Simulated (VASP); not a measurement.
Write the native input for VASP 6.6.1 that does the following.

- Task: single point
- Functional: PBE
- Potentials or basis: VASP PAW PBE potentials, release 64 (C)
- Cutoff: 600 eV
- k mesh: 7 × 7 × 7
- Occupations: methfessel-paxton, width 0.1 eV
- Spin: no spin polarisation
- Dipole correction: no
- Further INCAR settings: ALGO = Normal; EDIFF = 1e-06; NBANDS = 13

The structure of C lies in POSCAR:

```
C
1.0
    3.3189480000      0.0000000000      0.0000000000
    0.0000000000      3.3189480000      0.0000000000
    0.0000000000      0.0000000000      3.3189480000
C
3
Direct
    0.0000000000      0.5000000000      0.5000000000
    0.5000000000      0.0000000000      0.5000000000
    0.5000000000      0.5000000000      0.0000000000
```

One way to write it, as run:

INCAR

```
ALGO = Normal
EDIFF = 1E-6
ENCUT = 600
GGA = PE
GGA_COMPAT = F
ISIF = 2
ISMEAR = 1
LASPH = T
LCHARG = F
LREAL = F
LWAVE = F
NBANDS = 13
NELM = 120
PREC = Accurate
SIGMA = 0.1
```

KPOINTS

```
k-points
0
Gamma
  7 7 7
```

Potentials or basis: VASP PAW PBE potentials, release 64 (C).

The run is started by

```console
$ cat potpaw_PBE.64/C/POTCAR > POTCAR
$ mpirun -np 1 vasp_std > vasp.out
```

Results of the run:

```yaml
Pressure: -34.7 GPa
Band_gap_on_the_k_mesh: zero (band 6 reaches 2.81 eV, above the bottom of band 7 at -1.27 eV)
```

Wall time 6.9 s on 1 thread of Intel Xeon 6975P-C (shared host), peak memory 0.15 GiB.
